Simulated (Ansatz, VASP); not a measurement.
# One calculation of Zn, two programs

POSCAR

```
Zn
1.0
    0.0000000000      1.9460590298      1.9460590298
    1.9460590298      0.0000000000      1.9460590298
    1.9460590298      1.9460590298      0.0000000000
Zn
1
Direct
    0.0000000000      0.0000000000      0.0000000000
```

File INCAR.step1:

```
  ALGO = Normal
  EDIFF = 1E-5
  ENCUT = 550
  GGA = PE
  GGA_COMPAT = False
  ISMEAR = 0
  LASPH = True
  LCHARG = False
  LREAL = False
  LWAVE = True
  NBANDS = 12
  NELM = 120
  PREC = Accurate
  SIGMA = 0.05
```

Contents of INCAR.step2:

```
  ALGO = Normal
  EDIFF = 1E-6
  ENCUT = 550
  GGA_COMPAT = False
  ISIF = 2
  ISMEAR = 0
  ISTART = 1
  LASPH = True
  LCHARG = True
  LELF = True
  LMIXTAU = True
  LREAL = False
  LVHAR = True
  LWAVE = False
  METAGGA = R2SCAN
  NBANDS = 12
  NELM = 120
  PREC = Accurate
  SIGMA = 0.05
```

File KPOINTS:

```
k-points
0
Gamma
  18 18 18
```

Input for Ansatz:

```yaml
crystal:
  lattice:
    - [0.0, 1.9460590298, 1.9460590298]
    - [1.9460590298, 0.0, 1.9460590298]
    - [1.9460590298, 1.9460590298, 0.0]
  atoms:
    - { symbol: Zn, position: [0.0, 0.0, 0.0] }
basis:
  ecutwfc: 600
  ecutrho_ratio: 5
kpoints:
  mp_grid: { grid: [18, 18, 18] }
hamiltonian:
  xc: r2scan
scf:
  occupations: { method: gaussian, width: 0.05 }
output:
  forces: true
  stress: true
  eigenvalues: true
```

Alike in both runs: task single point; functional r2SCAN; k mesh 18 × 18 × 18; occupations gaussian, width 0.05 eV; no spin polarisation.

|  | VASP | Ansatz |
| --- | --- | --- |
| version | VASP 6.6.1 | Ansatz 0.2.0 |
| potentials or method | VASP PAW PBE potentials, release 64 (Zn), cutoff 550 eV | scalar-relativistic, plane waves, PAW |
| valence electrons in the cell | 12 | 12 |

|  | VASP | Ansatz | Ansatz less VASP |
| --- | --- | --- | --- |
| pressure (GPa) | -2.2 | -2.5 | -0.24 |

VASP's potentials were made for PBE, not for r2SCAN.
